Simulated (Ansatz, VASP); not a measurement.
One calculation of Ga, two programs

The input INCAR:

```
SYSTEM = Ga
PREC = Accurate
ENCUT = 520
EDIFF = 1E-6
ISMEAR = -1
SIGMA = 0.1
LREAL = .FALSE.
LASPH = .TRUE.
NELM = 80
ALGO = Normal
ISIF = 2
LWAVE = .FALSE.
LCHARG = .FALSE.
GGA = PS
NBANDS = 20
```

File KPOINTS:

```
Automatic mesh
0
G
  14 14 11
  0 0 0
```

File POSCAR:

```
Ga
1.0
    1.3356671089     -4.0749255264      0.0236802250
    1.3356671089      4.0749255264      0.0236802250
   -0.0564140349      0.0000000000      3.1579868199
Ga
2
Direct
    0.8677158820      0.1322841180      0.2500000000
    0.1322841180      0.8677158820      0.7500000000
```

Input for Ansatz:

```yaml
crystal:
  lattice:
    - [1.3356671089, -4.0749255264, 0.023680225]
    - [1.3356671089, 4.0749255264, 0.023680225]
    - [-0.0564140349, 0.0, 3.1579868199]
  atoms:
    - { symbol: Ga, position: [0.867715882, 0.132284118, 0.25] }
    - { symbol: Ga, position: [0.132284118, 0.867715882, 0.75] }
hamiltonian:
  xc: pbesol
  pseudopotentials:
    kind: paw
    azcp:
      Ga: "pseudopotentials/Ga.paw.azcp"
basis:
  ecutwfc: 420
  fft_grid_basis: typed
kpoints:
  mp_grid: { grid: [14, 14, 11], shift: [0, 0, 0] }
magnetization:
  spin_polarized: false
scf:
  occupations: { method: fermi_dirac, width: 0.1 }
  lower_state_search: "off"
output:
  stress: true
```

Alike in both runs: task single point; functional PBEsol; k mesh 14 × 14 × 11; occupations fermi-dirac, width 0.1 eV; no spin polarisation.

|  | VASP | Ansatz |
| --- | --- | --- |
| version | VASP 6.6.1 | Ansatz 0.2.0 |
| potentials or method | VASP PAW PBE potentials, release 64 (Ga_d), cutoff 520 eV | plane waves (420 eV) with PAW, scalar-relativistic |
| valence electrons in the cell | 26 | 26 |

```csv
,VASP,Ansatz,Ansatz less VASP
pressure (GPa),2.9,2.9,+0.04
"traceless stress, the component that is largest in VASP (GPa)",-1.34,-1.34,0.000
```

VASP's potentials were made for PBE, not for PBEsol, and Ansatz warns of the same on its side.
